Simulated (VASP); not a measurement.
# LiF (P6_3mc) in VASP: further runs

The runs below take LiF through single point, with LDA.

All numbers are computed with VASP 6.6.1; they aren't measurements. Logs are shortened: lines on timing, memory, paths and dates and some standing lists are left out, and cuts for length are marked.

### 1 The cell of the first run

Symmetry: P6_3mc, No. 186, hexagonal system. The conventional cell has a = 3.046 Å, b = 3.046 Å, c = 4.609 Å, α = 90.00°, β = 90.00°, γ = 120.00°. Li (site symmetry 3m) has 4 F at 1.64 to 1.88 Å within 2.2 Å. Within 2.2 Å of F (site symmetry 3m) lie 4 Li at 1.64 to 1.88 Å.

### 2 Single point, LDA

The input, INCAR:

```
PREC = Accurate
ENCUT = 520
EDIFF = 1E-6
ISMEAR = 0
SIGMA = 0.05
LREAL = False
LASPH = True
NELM = 60
ALGO = Normal
ISIF = 2
LWAVE = False
LCHARG = True
LELF = True
LVHAR = True
NBANDS = 18
```

The input, KPOINTS:

```
Automatic mesh
0
Gamma
  9 9 6
```

The input, POSCAR:

```
LiF
1.0
    3.0464146835      0.0000000000      0.0000000000
   -1.5232073417      2.6382725064      0.0000000000
    0.0000000000      0.0000000000      4.6092254161
Li F
2 2
Direct
    0.3333333333      0.6666666667      0.3465456496
    0.6666666667      0.3333333333      0.8465456496
    0.3333333333      0.6666666667      0.9910195924
    0.6666666667      0.3333333333      0.4910195924
```

Potentials or basis: VASP PAW LDA potentials, release 64 (Li_sv, F).

Launch:

```
$ cat potpaw_LDA.64/Li_sv/POTCAR potpaw_LDA.64/F/POTCAR > POTCAR
$ mpirun -np 1 vasp_std > vasp.out
```

OUTCAR:

```text
PREC = Accurate
   ENCUT = 520
   EDIFF = 1E-6
   ISMEAR = 0
   LREAL = False
   LASPH = True
   NELM = 60
   ISIF = 2

 ion  position               nearest neighbor table
   1  0.333  0.667  0.347-   3 1.64   4 1.88   4 1.88   4 1.88
   2  0.667  0.333  0.847-   4 1.64   3 1.88   3 1.88   3 1.88
   3  0.333  0.667  0.991-   1 1.64   2 1.88   2 1.88   2 1.88
   4  0.667  0.333  0.491-   2 1.64   1 1.88   1 1.88   1 1.88

  LATTYP: Found a hexagonal cell.
 ALAT       =     3.0464146835
 C/A-ratio  =     1.5130000000

  Lattice vectors:

 A1 = (   3.0464146835,   0.0000000000,   0.0000000000)
 A2 = (  -1.5232073417,   2.6382725064,   0.0000000000)
 A3 = (   0.0000000000,   0.0000000000,   4.6092254161)

Analysis of symmetry for initial positions (statically):
=====================================================================
 Subroutine PRICEL returns:
 Original cell was already a primitive cell.

 Routine SETGRP: Setting up the symmetry group for a
 hexagonal supercell.

 Subroutine GETGRP returns: Found 12 space group operations
 (whereof  6 operations were pure point group operations)
 out of a pool of 24 trial point group operations.

The static configuration has the point symmetry C_3v.
 The point group associated with its full space group is C_6v.

Analysis of symmetry for dynamics (positions and initial velocities):
=====================================================================
 Subroutine PRICEL returns:
 Original cell was already a primitive cell.

 Routine SETGRP: Setting up the symmetry group for a
 hexagonal supercell.

 Subroutine GETGRP returns: Found 12 space group operations
 (whereof  6 operations were pure point group operations)
 out of a pool of 24 trial point group operations.

The dynamic configuration has the point symmetry C_3v.
 The point group associated with its full space group is C_6v.

 Subroutine INISYM returns: Found 12 space group operations
 (whereof  6 operations are pure point group operations),
 and found     1 'primitive' translations

----------------------------------------------------------------------------------------

                                     Primitive cell

  volume of cell :      37.0456

  direct lattice vectors                    reciprocal lattice vectors
     3.046414684  0.000000000  0.000000000     0.328254720  0.189517951  0.000000000
    -1.523207342  2.638272506  0.000000000     0.000000000  0.379035902  0.000000000
     0.000000000  0.000000000  4.609225416     0.000000000  0.000000000  0.216956193

  length of vectors
     3.046414684  3.046414683  4.609225416     0.379035902  0.379035902  0.216956193

  position of ions in fractional coordinates (direct lattice)
     0.333333333  0.666666667  0.346545650
     0.666666667  0.333333333  0.846545650
     0.333333333  0.666666667  0.991019592
     0.666666667  0.333333333  0.491019592

  ion indices of the primitive-cell ions
   primitive index   ion index
                 1           1
                 2           2
                 3           3
                 4           4

----------------------------------------------------------------------------------------

 KPOINTS: Automatic mesh

Automatic generation of k-mesh.
 Grid dimensions read from file:
 generate k-points for:    9    9    6

 Generating k-lattice:

  Cartesian coordinates                     Fractional coordinates (reciprocal lattice)
     0.036472747  0.021057550  0.000000000     0.111111111 -0.000000000  0.000000000
     0.000000000  0.042115100  0.000000000     0.000000000  0.111111111  0.000000000
     0.000000000  0.000000000  0.036159366     0.000000000  0.000000000  0.166666667

  Length of vectors
     0.042115100  0.042115100  0.036159366

  Shift w.r.t. Gamma in fractional coordinates (k-lattice)
     0.000000000  0.000000000  0.000000000

 Subroutine IBZKPT returns following result:
 ===========================================

 Found     48 irreducible k-points:

 Following reciprocal coordinates:
            Coordinates               Weight
  0.000000  0.000000  0.000000      1.000000
  0.111111 -0.000000  0.000000      6.000000
  0.222222 -0.000000  0.000000      6.000000
  0.333333  0.000000  0.000000      6.000000
  0.444444 -0.000000  0.000000      6.000000
  0.111111  0.111111  0.000000      6.000000
[... 16 lines left out ...]
  0.333333  0.222222  0.166667     24.000000
  0.333333  0.333333  0.166667      4.000000
 [... further k-points ...]
   k-points           NKPTS =     48   k-points in BZ     NKDIM =     48   number of bands    NBANDS=     18
   number of dos      NEDOS =    301   number of ions     NIONS =      4
   total plane-waves  NPLWV =  20736
   dimension x,y,z NGX =    24 NGY =   24 NGZ =   36
   dimension x,y,z NGXF=    48 NGYF=   48 NGZF=   72
   ions per type =               2   2
   NGX,Y,Z   is equivalent  to a cutoff of  13.10, 13.10, 12.98 a.u.
   NGXF,Y,Z  is equivalent  to a cutoff of  26.19, 26.19, 25.97 a.u.
 SYSTEM =  unknown system
   PREC   = accura    normal or accurate (medium, high low for compatibility)
   ISTART =      0    job   : 0-new  1-cont  2-samecut
   ICHARG =      2    charge: 1-file 2-atom 10-const
   ISPIN  =      1    spin polarized calculation?
   LNONCOLLINEAR =      F non collinear calculations
   LSORBIT =      F    spin-orbit coupling
   LASPH  =      T    aspherical Exc in radial PAW
   ENCUT  =  520.0 eV  38.22 Ry    6.18 a.u.   5.66  5.66  8.57*2*pi/ulx,y,z
   NELM   =     60;   NELMIN=  2; NELMDL= -5     # of ELM steps
   EDIFF  = 0.1E-05   stopping-criterion for ELM
   LREAL  =      F    real-space projection
   EDIFFG = 0.1E-04   stopping-criterion for IOM
   NSW    =      0    number of steps for IOM
   IBRION =     -1    ionic relax: 0-MD 1-quasi-New 2-CG
   NFREE  =      0    steps in history (QN), initial steepest desc. (CG)
   ISIF   =      2    stress and relaxation
   ISYM   =      2    0-nonsym 1-usesym 2-fastsym
   POTIM  = 0.5000    time-step for ionic-motion
   TEBEG  =    0.0;   TEEND  =   0.0 temperature during run
   PSTRESS=    0.0 pullay stress
   NELECT =      20.0000    total number of electrons
   NUPDOWN=      -1.0000    fix difference up-down
   EMIN   =  10.00;   EMAX   =-10.00  energy-range for DOS
   EFERMI =   0.00;   METHOD = LEGACY
   ISMEAR =     0;   SIGMA  =   0.05  broadening in eV -4-tet -1-fermi 0-gaus
   EFERMI_NEDOS =   21; number of points for ismear=-14 and -15
   IALGO  =     38    algorithm
   IMIX   =      4    mixing-type and parameters
     AMIX     =   0.40;   BMIX     =  1.00
     AMIX_MAG =   1.60;   BMIX_MAG =  1.00
  volume/ion in A,a.u.               =       9.26        62.50
  Fermi-wavevector in a.u.,A,eV,Ry     =   1.333028  2.519058 24.177060  1.776964
  Thomas-Fermi vector in A             =   2.461918
   LORBIT       =      0    0 simple, 1 ext, 2 COOP (PROOUT), +10 PAW based schemes
   GGA     = CA    functional components
   LHFCALC =     F    Hartree Fock is set to
   AEXX    =    0.0000 exact exchange contribution
   IVDW    =     0    specifies the selected vdW correction
   LEPSILON=     F    determine dielectric tensor
   LRPA    =     F    only Hartree local field effects (RPA)
 non-spin polarized calculation
 Gauss-broadening in eV      SIGMA  =   0.05
  energy-cutoff  :      520.00
  volume of cell :       37.05
 maximum number of plane-waves:      1008
 NGX is ok and might be reduce to    24
   NGX = 11   NGY = 11   NGZ = 17

 number of electron      19.9999985 magnetization

 Free energy of the ion-electron system (eV)
  ---------------------------------------------------
  ext. energy  EPLUGINS =         0.00000000
  ---------------------------------------------------
  free energy    TOTEN  =       -20.60698929 eV

  energy without entropy =      -20.60698929  energy(sigma->0) =      -20.60698929

 E-fermi :  -2.3481     XC(G=0):  -9.8516

 val. band max:       -2.5569479397   @ k =   0.0000   0.0000   0.0000
 cond. band min:       5.3654279731   @ k =   0.0000   0.0000   0.0000
 fundamental gap:      7.9223759128
 Fermi energy:        -2.3481207587

 k-point     1 :       0.0000    0.0000    0.0000
  band No.  band energies     occupation
      1     -41.5585      2.00000
      2     -41.4742      2.00000
      3     -21.5700      2.00000
      4     -21.3841      2.00000
      5      -4.7465      2.00000
      6      -2.9951      2.00000
[... 10 lines left out ...]
     17      17.3319      0.00000
     18      19.2008      0.00000

 k-point     2 :       0.1111   -0.0000    0.0000
  band No.  band energies     occupation
      1     -41.5530      2.00000
      2     -41.4733      2.00000
      3     -21.5504      2.00000
      4     -21.3739      2.00000
      5      -4.7041      2.00000
      6      -3.1381      2.00000
[... 10 lines left out ...]
     17      17.4860      0.00000
     18      19.0490      0.00000

 k-point     3 :       0.2222   -0.0000    0.0000
  band No.  band energies     occupation
      1     -41.5382      2.00000
      2     -41.4715      2.00000
      3     -21.4983      2.00000
      4     -21.3496      2.00000
      5      -4.6135      2.00000
      6      -3.5495      2.00000
[... 10 lines left out ...]
     17      17.2310      0.00000
     18      18.0748      0.00000

 k-point     4 :       0.3333    0.0000    0.0000
  band No.  band energies     occupation
      1     -41.5195      2.00000
      2     -41.4713      2.00000
      3     -21.4320      2.00000
      4     -21.3267      2.00000
      5      -4.6508      2.00000
      6      -3.8757      2.00000
[... 10 lines left out ...]
     17      16.7556      0.00000
     18      18.7593      0.00000

 k-point     5 :       0.4444   -0.0000    0.0000
  band No.  band energies     occupation
      1     -41.5046      2.00000
      2     -41.4739      2.00000
      3     -21.3793      2.00000
      4     -21.3204      2.00000
      5      -4.8438      2.00000
      6      -3.9144      2.00000
[... 10 lines left out ...]
     17      16.6668      0.00000
     18      19.1768      0.00000

 k-point     6 :       0.1111    0.1111    0.0000
  band No.  band energies     occupation
      1     -41.5428      2.00000
      2     -41.4719      2.00000
      3     -21.5145      2.00000
      4     -21.3567      2.00000
      5      -4.6302      2.00000
      6      -3.4368      2.00000
[... 10 lines left out ...]
     17      17.7295      0.00000
     18      18.7982      0.00000

 k-point     7 :       0.2222    0.1111    0.0000
  band No.  band energies     occupation
      1     -41.5260      2.00000
      2     -41.4711      2.00000
      3     -21.4552      2.00000
      4     -21.3332      2.00000
      5      -4.5470      2.00000
      6      -3.9477      2.00000
[... 10 lines left out ...]
     17      17.8241      0.00000
     18      18.3182      0.00000

 k-point     8 :       0.3333    0.1111    0.0000
  band No.  band energies     occupation
      1     -41.5085      2.00000
      2     -41.4729      2.00000
      3     -21.3942      2.00000
      4     -21.3190      2.00000
      5      -4.6999      2.00000
      6      -4.0702      2.00000
[... 10 lines left out ...]
     17      17.0953      0.00000
     18      18.9642      0.00000
[... 229 lines left out ...]
     17      17.7366      0.00000
     18      18.6434      0.00000

 k-point    20 :       0.3333    0.1111    0.1667
  band No.  band energies     occupation
      1     -41.5061      2.00000
      2     -41.4752      2.00000
      3     -21.3910      2.00000
      4     -21.3256      2.00000
      5      -4.6469      2.00000
      6      -4.0634      2.00000
[... 10 lines left out ...]
     17      17.2199      0.00000
     18      19.1093      0.00000

 k-point    21 :       0.4444    0.1111    0.1667
  band No.  band energies     occupation
      1     -41.4981      2.00000
      2     -41.4771      2.00000
      3     -21.3626      2.00000
      4     -21.3244      2.00000
      5      -4.7835      2.00000
      6      -3.9832      2.00000
[... 10 lines left out ...]
     17      16.8689      0.00000
     18      19.3592      0.00000

 k-point    22 :       0.2222    0.2222    0.1667
  band No.  band energies     occupation
      1     -41.5074      2.00000
      2     -41.4750      2.00000
      3     -21.3967      2.00000
      4     -21.3253      2.00000
      5      -4.3860      2.00000
      6      -4.3511      2.00000
[... 10 lines left out ...]
     17      18.0736      0.00000
     18      18.9685      0.00000

 k-point    23 :       0.3333    0.2222    0.1667
  band No.  band energies     occupation
      1     -41.4947      2.00000
      2     -41.4783      2.00000
      3     -21.3545      2.00000
      4     -21.3208      2.00000
      5      -4.6651      2.00000
      6      -4.1325      2.00000
[... 10 lines left out ...]
     17      17.5521      0.00000
     18      19.0141      0.00000

 k-point    24 :       0.3333    0.3333    0.1667
  band No.  band energies     occupation
      1     -41.4848      2.00000
      2     -41.4848      2.00000
      3     -21.3295      2.00000
      4     -21.3295      2.00000
      5      -4.6861      2.00000
      6      -3.9845      2.00000
[... 10 lines left out ...]
     17      16.6567      0.00000
     18      19.0282      0.00000

 [... further k-points ...]

------------------------ aborting loop because EDIFF is reached ----------------------------------------

  FORCE on cell =-STRESS in cart. coord.  units (eV):
  Direction    XX          YY          ZZ          XY          YZ          ZX
  --------------------------------------------------------------------------------------
  -------------------------------------------------------------------------------------
  Total       -0.7975923     -0.7975923      3.4555726     -0.0000000      0.0000000      0.0000000
  in kB      -34.4949031    -34.4949031    149.4493337     -0.0000000      0.0000000      0.0000000
  external PRESSURE =      26.8198425 kB  Pullay stress =       0.0000000 kB

 VOLUME and BASIS-vectors are now :
 -----------------------------------------------------------------------------
  energy-cutoff  :      520.00
  volume of cell :       37.05
      direct lattice vectors                 reciprocal lattice vectors
     3.046414684  0.000000000  0.000000000     0.328254720  0.189517951  0.000000000
    -1.523207342  2.638272506  0.000000000     0.000000000  0.379035902  0.000000000
     0.000000000  0.000000000  4.609225416     0.000000000  0.000000000  0.216956193

 POSITION                                       TOTAL-FORCE (eV/Angst)
 -----------------------------------------------------------------------------------
     -0.00000      1.75885      1.59731        -0.000000     -0.000000      1.286993
      1.52321      0.87942      3.90192        -0.000000      0.000000      1.286993
     -0.00000      1.75885      4.56783         0.000000     -0.000000     -1.286993
      1.52321      0.87942      2.26322        -0.000000      0.000000     -1.286993
 -----------------------------------------------------------------------------------
    total drift:                               -0.000000     -0.000001     -0.003129

  FREE ENERGIE OF THE ION-ELECTRON SYSTEM (eV)
  ---------------------------------------------------
  free  energy   TOTEN  =       -20.6069892911 eV

  energy  without entropy=      -20.6069892911  energy(sigma->0) =      -20.60698929
```

Wall time 31 s (1 thread of Intel Xeon 8259CL, shared host); peak memory 0.15 GiB.

Results:

```
Free energy            : -20.6070 eV
Largest force          : 1.287 eV/Å
Band gap on the k mesh : 7.92 eV
```

Forces in eV/Å, atoms in the order of the input:
```
Li   0.000  0.000  1.287
Li   0.000  0.000  1.287
F    0.000  0.000 -1.287
F    0.000  0.000 -1.287
```

Caveat: the cutoff is under 1.25 times the usual one of these potentials, so pressure, stress and relaxed cells hold a basis-set (Pulay) error; forces of over 1 eV/Å act on the atoms, so gaps and moduli don't describe the material at rest. A k mesh can miss the band edges.

### 3 Single point, LDA

The input, INCAR:

```
PREC = Accurate ; ENCUT = 520
EDIFF = 1E-7 ; ISMEAR = 0
SIGMA = 0.05 ; LREAL = F
LASPH = T ; NELM = 60
ALGO = Normal ; ISIF = 2
LWAVE = F ; LCHARG = T
LELF = T ; LVHAR = T
NBANDS = 18
```

KPOINTS is that of step 2.

Edit POSCAR of step 2 so:

```diff
@@ -8,4 +8,4 @@
 Direct
-    0.3333333333      0.6666666667      0.3465456496
-    0.6666666667      0.3333333333      0.8465456496
+    0.3333333333      0.6666666667      0.3933365971
+    0.6666666667      0.3333333333      0.8933365971
     0.3333333333      0.6666666667      0.9910195924
```

Potentials or basis: VASP PAW LDA potentials, release 64 (Li_sv, F).

Launch:

```
$ cat potpaw_LDA.64/Li_sv/POTCAR potpaw_LDA.64/F/POTCAR > POTCAR
$ mpirun -np 1 vasp_std > vasp.out
```

Run time: 19 s. Hardware: 1 thread of Intel Xeon Platinum 8259CL at 2.50GHz (Skylake/Cascade Lake), shared host; peak memory 0.14 GiB.

Results (log left out):

```yaml
Free_energy: -20.8084 eV
Largest_force: 0.063 eV/Å
Band_gap_on_the_k_mesh: 7.75 eV
```

Forces on the atoms (eV/Å):
```
Li   0.000  0.000 -0.063
Li   0.000  0.000 -0.063
F    0.000  0.000  0.063
F    0.000  0.000  0.063
```

Levels at points of the mesh, in eV from the valence-band top:
| k point | band 8 | band 9 | band 10 | band 11 | band 12 | band 13 |
| --- | --- | --- | --- | --- | --- | --- |
| (0.00, 0.00, 0.00) | -0.33 | -0.33 | 0.00 | 7.75 | 12.28 | 15.71 |
| (0.00, 0.00, 0.50) | -0.53 | -0.53 | -0.53 | 9.57 | 9.57 | 17.90 |

Caveat: the cutoff is under 1.25 times the usual one of these potentials, so pressure, stress and relaxed cells hold a basis-set (Pulay) error. A k mesh can miss the band edges.

(Part 1 of 2 ends here.)
